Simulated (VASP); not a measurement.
# PbS (Galena) (Fm-3m) in VASP: a series of runs, part 2 of 2

VASP 6.6.1. Earlier steps stand in the parts before.

## (3) Relaxation of cell and atoms, PBE+D4

This run uses another cell than the first one, of 26.09 Å³/atom, 0.998 times its volume.

File INCAR:

```
PREC = Accurate ; ENCUT = 600
EDIFF = 1E-6 ; ISMEAR = -1
SIGMA = 0.05 ; LREAL = False
LASPH = True ; NELM = 60
ALGO = Normal ; ISIF = 3
LWAVE = False ; LCHARG = False
GGA = PE ; IVDW = 13
IBRION = 2 ; NSW = 80
EDIFFG = -0.01
```

File KPOINTS:

```
regular mesh
0
Gamma
  8 8 8
```

File POSCAR:

```
PbS
1.0
    0.0000000000      2.9657500000      2.9657500000
    2.9657500000      0.0000000000      2.9657500000
    2.9657500000      2.9657500000      0.0000000000
Pb S
1 1
Direct
    0.0000000000      0.0000000000      0.0000000000
    0.5000000000      0.5000000000      0.5000000000
```

Potentials or basis: VASP PAW PBE potentials, release 64 (Pb_d, S).

The run is started by

```console
> cat potpaw_PBE.64/Pb_d/POTCAR potpaw_PBE.64/S/POTCAR > POTCAR
> mpirun -np 1 vasp_std > vasp.out
```

OUTCAR:

```text
PREC = Accurate
   ENCUT = 600
   EDIFF = 1E-6
   ISMEAR = -1
   LREAL = False
   LASPH = True
   NELM = 60
   ISIF = 3
   GGA = PE
   IVDW = 13
   IBRION = 2
   NSW = 80
   EDIFFG = -0.01

 ion  position               nearest neighbor table
   1  0.000  0.000  0.000-   2 2.97   2 2.97   2 2.97   2 2.97   2 2.97   2 2.97
   2  0.500  0.500  0.500-   1 2.97   1 2.97   1 2.97   1 2.97   1 2.97   1 2.97

  LATTYP: Found a face centered cubic cell.
 ALAT       =     5.9315000000

  Lattice vectors:

 A1 = (   0.0000000000,   2.9657500000,   2.9657500000)
 A2 = (   2.9657500000,   0.0000000000,   2.9657500000)
 A3 = (   2.9657500000,   2.9657500000,   0.0000000000)

Analysis of symmetry for initial positions (statically):
=====================================================================
 Subroutine PRICEL returns:
 Original cell was already a primitive cell.

 Routine SETGRP: Setting up the symmetry group for a
 face centered cubic supercell.

 Subroutine GETGRP returns: Found 48 space group operations
 (whereof 48 operations were pure point group operations)
 out of a pool of 48 trial point group operations.

The static configuration has the point symmetry O_h .

Analysis of symmetry for dynamics (positions and initial velocities):
=====================================================================
 Subroutine PRICEL returns:
 Original cell was already a primitive cell.

 Routine SETGRP: Setting up the symmetry group for a
 face centered cubic supercell.

 Subroutine GETGRP returns: Found 48 space group operations
 (whereof 48 operations were pure point group operations)
 out of a pool of 48 trial point group operations.

The dynamic configuration has the point symmetry O_h .

 Subroutine INISYM returns: Found 48 space group operations
 (whereof 48 operations are pure point group operations),
 and found     1 'primitive' translations

----------------------------------------------------------------------------------------

                                     Primitive cell

  volume of cell :      52.1715

  direct lattice vectors                    reciprocal lattice vectors
     0.000000000  2.965750000  2.965750000    -0.168591419  0.168591419  0.168591419
     2.965750000  0.000000000  2.965750000     0.168591419 -0.168591419  0.168591419
     2.965750000  2.965750000  0.000000000     0.168591419  0.168591419 -0.168591419

  length of vectors
     4.194203873  4.194203873  4.194203873     0.292008903  0.292008903  0.292008903

  position of ions in fractional coordinates (direct lattice)
     0.000000000  0.000000000  0.000000000
     0.500000000  0.500000000  0.500000000

  ion indices of the primitive-cell ions
   primitive index   ion index
                 1           1
                 2           2

----------------------------------------------------------------------------------------

[... 113 lines left out ...]
  ---------------------------------------------------
  ext. energy  EPLUGINS =         0.00000000
  ---------------------------------------------------
  free energy    TOTEN  =        -8.75632451 eV

  energy without entropy =       -8.75613916  energy(sigma->0) =       -8.75623183

------------------------ aborting loop because EDIFF is reached ----------------------------------------

  DFT-D4 for vdW energy calculation

  Edisp (eV):   -0.75692

  FORCE on cell =-STRESS in cart. coord.  units (eV):
  Direction    XX          YY          ZZ          XY          YZ          ZX
  --------------------------------------------------------------------------------------
  -------------------------------------------------------------------------------------
  Total       0.03175     0.03175     0.03175    -0.00000     0.00000     0.00000
  in kB       0.97512     0.97512     0.97512    -0.00000     0.00000     0.00000
  external pressure =        0.98 kB  Pullay stress =        0.00 kB

 VOLUME and BASIS-vectors are now :
 -----------------------------------------------------------------------------
  energy-cutoff  :      600.00
  volume of cell :       52.17
      direct lattice vectors                 reciprocal lattice vectors
     0.000000000  2.965750000  2.965750000    -0.168591419  0.168591419  0.168591419
     2.965750000  0.000000000  2.965750000     0.168591419 -0.168591419  0.168591419
     2.965750000  2.965750000  0.000000000     0.168591419  0.168591419 -0.168591419

 POSITION                                       TOTAL-FORCE (eV/Angst)
 -----------------------------------------------------------------------------------
      0.00000      0.00000      0.00000         0.000000      0.000000     -0.000000
      2.96575      2.96575      2.96575         0.000000      0.000000      0.000000
 -----------------------------------------------------------------------------------
    total drift:                                0.000000      0.000000      0.000000

  FREE ENERGIE OF THE ION-ELECTRON SYSTEM (eV)
  ---------------------------------------------------
  free  energy   TOTEN  =        -9.5132407415 eV

  energy  without entropy=       -9.5130553991  energy(sigma->0) =       -9.51314807

--------------------------------------- Ionic step        2  -------------------------------------------

 number of electron      20.0000002 magnetization

 Free energy of the ion-electron system (eV)
  ---------------------------------------------------
  ext. energy  EPLUGINS =         0.00000000
  ---------------------------------------------------
  free energy    TOTEN  =        -8.75792134 eV

  energy without entropy =       -8.75774770  energy(sigma->0) =       -8.75783452

 E-fermi :   5.9761     XC(G=0):  -9.6715

 val. band max:        5.7895489419   @ k =   0.5000   0.0000   0.0000
 cond. band min:       6.1625696975   @ k =   0.5000   0.0000   0.0000
 fundamental gap:      0.3730207556
 Fermi energy:         5.9760630164

 k-point     1 :       0.0000    0.0000    0.0000
  band No.  band energies     occupation
      1     -11.0285      2.00000
      2     -11.0285      2.00000
      3     -11.0285      2.00000
      4     -11.0120      2.00000
      5     -11.0120      2.00000
      6      -7.7848      2.00000
      7      -0.2485      2.00000
      8       3.6299      2.00000
      9       3.6299      2.00000
     10       3.6299      2.00000
     11      10.9981      0.00000
     12      10.9981      0.00000
     13      10.9981      0.00000
     14      12.5283      0.00000
[... 377 lines left out ...]
      1     -11.0808      2.00000
      2     -11.0294      2.00000
      3     -11.0126      2.00000
      4     -10.9997      2.00000
      5     -10.9788      2.00000
      6      -6.3247      2.00000
      7      -2.6776      2.00000
      8       2.3665      2.00000
      9       2.7897      2.00000
     10       4.8031      2.00000
     11       7.3530      0.00000
     12       9.1957      0.00000
     13       9.8185      0.00000
     14      13.8044      0.00000

 [... further k-points ...]

------------------------ aborting loop because EDIFF is reached ----------------------------------------

  DFT-D4 for vdW energy calculation

  Edisp (eV):   -0.75535

  FORCE on cell =-STRESS in cart. coord.  units (eV):
  Direction    XX          YY          ZZ          XY          YZ          ZX
  --------------------------------------------------------------------------------------
  -------------------------------------------------------------------------------------
  Total      -0.00499    -0.00499    -0.00499     0.00000     0.00000    -0.00000
  in kB      -0.15291    -0.15291    -0.15291     0.00000     0.00000    -0.00000
  external pressure =       -0.15 kB  Pullay stress =        0.00 kB

 VOLUME and BASIS-vectors are now :
 -----------------------------------------------------------------------------
  energy-cutoff  :      600.00
  volume of cell :       52.29
      direct lattice vectors                 reciprocal lattice vectors
    -0.000000000  2.968021531  2.968021531    -0.168462390  0.168462390  0.168462390
     2.968021531  0.000000000  2.968021531     0.168462390 -0.168462390  0.168462390
     2.968021531  2.968021531  0.000000000     0.168462390  0.168462390 -0.168462390

 POSITION                                       TOTAL-FORCE (eV/Angst)
 -----------------------------------------------------------------------------------
      2.96802      2.96802      5.93604        -0.000000      0.000000      0.000000
      2.96802      2.96802      2.96802         0.000000     -0.000000     -0.000000
 -----------------------------------------------------------------------------------
    total drift:                                0.000000      0.000000      0.000000

  FREE ENERGIE OF THE ION-ELECTRON SYSTEM (eV)
  ---------------------------------------------------
  free  energy   TOTEN  =        -9.5132746576 eV

  energy  without entropy=       -9.5131010241  energy(sigma->0) =       -9.51318784

 reached required accuracy - stopping structural energy minimisation
```

OSZICAR:

```text
N       E                     dE             d eps       ncg     rms          rms(c)
DAV:   1     0.164371445161E+03    0.16437E+03   -0.10787E+04   818   0.168E+03
DAV:   2     0.481156680199E+01   -0.15956E+03   -0.15583E+03   872   0.378E+02
DAV:   3    -0.886497593956E+01   -0.13677E+02   -0.13502E+02  1052   0.110E+02
DAV:   4    -0.922672895248E+01   -0.36175E+00   -0.36150E+00   952   0.207E+01
[... 11 lines left out ...]
DAV:   2    -0.875806216995E+01    0.82959E-03   -0.17485E-03   998   0.773E-01    0.641E-02
DAV:   3    -0.875792547766E+01    0.13669E-03   -0.58479E-04  1004   0.438E-01    0.158E-02
DAV:   4    -0.875792349686E+01    0.19808E-05   -0.13706E-05   856   0.356E-02    0.804E-03
DAV:   5    -0.875792180297E+01    0.16939E-05   -0.17686E-06   880   0.164E-02    0.299E-03
DAV:   6    -0.875792133827E+01    0.46470E-06   -0.21124E-07   436   0.673E-03
   2 F= -.95132747E+01 E0= -.95131878E+01  d E =-.339161E-04
```

CONTCAR:

```text
PbS
   1.00000000000000
    -0.0000000000000000    2.9680215309727598    2.9680215309727598
     2.9680215309727598    0.0000000000000000    2.9680215309727598
     2.9680215309727598    2.9680215309727598    0.0000000000000000
  Pb              S
     1     1
Direct
     1.0000000000000000    1.0000000000000000    0.0000000000000000
     0.5000000000000000    0.5000000000000000    0.5000000000000000

  0.00000000E+00  0.00000000E+00  0.00000000E+00
  0.00000000E+00  0.00000000E+00  0.00000000E+00
```

Run time: 32 s. Hardware: 1 thread of Intel Xeon Platinum 8488C (Sapphire Rapids), shared host; peak memory 0.21 GiB.

What came out:

```yaml
Free_energy: -9.5133 eV
Relaxed_volume: 26.15 Å³/atom
Relaxed_cell: a = 4.197 Å, b = 4.197 Å, c = 4.197 Å, α = 60.00°, β = 60.00°, γ = 60.00°
Space_group_after_relaxing_to_0.05_Å: Fm-3m (No. 225)
Energy_gained_by_relaxing: 0.0 meV/atom
Ionic_steps: 2
Pressure_after_relaxing: 0.0 GPa
Band_gap_on_the_k_mesh: 0.37 eV, direct
Dispersion_energy_per_atom: -0.378 eV
```

Final structure:
```xyz
2
Lattice="0.0000 2.9680 2.9680 2.9680 0.0000 2.9680 2.9680 2.9680 0.0000" Properties=species:S:1:pos:R:3 pbc="T T T"
Pb    2.9680    2.9680    5.9360
S     2.9680    2.9680    2.9680
```

Levels at points of the mesh, in eV from the valence-band top:
| k point | band 7 | band 8 | band 9 | band 10 | band 11 | band 12 | band 13 | band 14 |
| --- | --- | --- | --- | --- | --- | --- | --- | --- |
| (0.00, 0.00, 0.00) | -6.04 | -2.16 | -2.16 | -2.16 | 5.21 | 5.21 | 5.21 | 6.74 |
| (0.50, 0.00, 0.00) | -8.83 | -1.77 | -1.77 | 0.00 | 0.37 | 1.97 | 1.97 | 8.66 |
| (0.50, 0.50, 0.00) | -7.20 | -5.18 | -3.42 | -3.42 | 3.88 | 5.57 | 5.68 | 5.68 |

Caveat: spin-orbit coupling is left out, which moves the levels of the heavy elements. A k mesh can miss the band edges.

## (4) Relaxation of cell and atoms, PBE+D3(BJ)

This run uses another cell than the first one, of 26.09 Å³/atom, 0.998 times its volume.

File INCAR:

```
SYSTEM = PbS
  PREC = Accurate
  ENCUT = 600
  EDIFF = 1E-6
  ISMEAR = -1
  SIGMA = 0.05
  LREAL = .FALSE.
  LASPH = .TRUE.
  NELM = 80
  ALGO = Normal
  ISIF = 3
  LWAVE = .FALSE.
  LCHARG = .FALSE.
  GGA = PE
  IVDW = 12
  IBRION = 2
  NSW = 80
  EDIFFG = -0.02
```

File KPOINTS:

```
Automatic mesh
0
G
  8 8 8
  0 0 0
```

POSCAR is that of step 3.

The run is started by

```console
> cat potpaw_PBE.64/Pb_d/POTCAR potpaw_PBE.64/S/POTCAR > POTCAR
> mpirun -np 1 vasp_std > vasp.out
```

Run time: 20 s. Hardware: 1 thread of Intel Xeon Platinum 8488C (Sapphire Rapids), shared host; peak memory 0.22 GiB.

It converged, with:

| Item | Value |
| --- | --- |
| Free energy | -9.4507 eV |
| Pressure after relaxing | 0.0 GPa |
| Band gap on the k mesh | 0.36 eV, direct |
| Dispersion energy per atom | -0.347 eV |

Final structure:
```
CELL_PARAMETERS angstrom
0.00000 2.96575 2.96575
2.96575 0.00000 2.96575
2.96575 2.96575 0.00000
ATOMIC_POSITIONS crystal
Pb 0.00000 0.00000 0.00000
S 0.50000 0.50000 0.50000
```

Levels at points of the mesh, in eV from the valence-band top:
| k point | band 8 | band 9 | band 10 | band 11 | band 12 | band 13 |
| --- | --- | --- | --- | --- | --- | --- |
| (0.00, 0.00, 0.00) | -2.17 | -2.17 | -2.17 | 5.21 | 5.21 | 5.21 |
| (0.50, 0.00, 0.00) | -1.78 | -1.78 | 0.00 | 0.36 | 1.96 | 1.96 |
| (0.50, 0.50, 0.00) | -5.20 | -3.44 | -3.44 | 3.86 | 5.58 | 5.68 |

Caveat: the relaxation stopped at its first step, so nothing moved; spin-orbit coupling is left out, which moves the levels of the heavy elements. A k mesh can miss the band edges.

## (5) Single point, PBEsol, non-collinear spin, zero start, spin-orbit coupling

This run uses another cell than the first one, of 26.09 Å³/atom, 0.998 times its volume.

File INCAR:

```
  PREC = Accurate
  ENCUT = 520
  EDIFF = 1E-6
  ISMEAR = -1
  SIGMA = 0.05
  LREAL = False
  LASPH = True
  NELM = 150
  ALGO = Normal
  ISIF = 2
  LWAVE = False
  LCHARG = False
  LNONCOLLINEAR = True
  MAGMOM = 0 0 0 0 0 0
  LORBIT = 11
  LSORBIT = True
  GGA_COMPAT = False
  LORBMOM = True
  GGA = PS
  NBANDS = 32
```

File KPOINTS:

```
regular mesh
0
Gamma
  6 6 6
```

POSCAR is that of step 4.

The run is started by

```console
> cat potpaw_PBE.64/Pb_d/POTCAR potpaw_PBE.64/S/POTCAR > POTCAR
> mpirun -np 1 vasp_ncl > vasp.out
```

Run time: 50 s. Hardware: 1 thread of Intel Xeon Platinum 8488C (Sapphire Rapids), shared host; peak memory 0.32 GiB.

It converged, with:

| Quantity | Value |
| --- | --- |
| Free energy | -9.8430 eV |
| Pressure | -1.4 GPa |
| Net moment | 0.00 μB per cell |
| Valence electrons inside the program's atomic spheres | Pb 11.84; S 3.64 |

Moments on the atoms (μB; x, y, z):
```
Pb  0.00 0.00 0.00
S   0.00 0.00 0.00
```

Caveat: the PAW data sets were made with another functional, which shifts forces and pressure a little.

## (6) Summary

| task | level | spin | cell | k mesh | cutoff (eV) | gap on the mesh (eV) | pressure (GPa) |
| --- | --- | --- | --- | --- | --- | --- | --- |
| single point | PBE+D3(BJ) | off | a = 4.197 Å, angles 60.0°, 2 atoms | 8 × 8 × 8 | 520 | 0.37 | -0.1 |
| relaxation of cell and atoms | PBE+D4 | off | relaxed from a = 4.194 Å, angles 60.0°, 2 atoms | 8 × 8 × 8 | 600 | 0.37 | 0.0 |
| relaxation of cell and atoms | PBE+D3(BJ) | off | relaxed from a = 4.194 Å, angles 60.0°, 2 atoms | 8 × 8 × 8 | 600 | 0.36 | 0.0 |
| single point | PBEsol | non-collinear, zero start, SOC | a = 4.194 Å, angles 60.0°, 2 atoms | 6 × 6 × 6 | 520 | - | -1.4 |

Alike in all rows: potentials or basis VASP PAW PBE potentials, release 64 (Pb_d, S); smearing fermi-dirac 0.05 eV.

Caveats: spin-orbit coupling is left out, which moves the levels of the heavy elements (some runs); the relaxation stopped at its first step, so nothing moved (some runs); the PAW data sets were made with another functional, which shifts forces and pressure a little (some runs).

Total energies depend on the potentials used, so only differences within one code and one set of settings carry meaning.
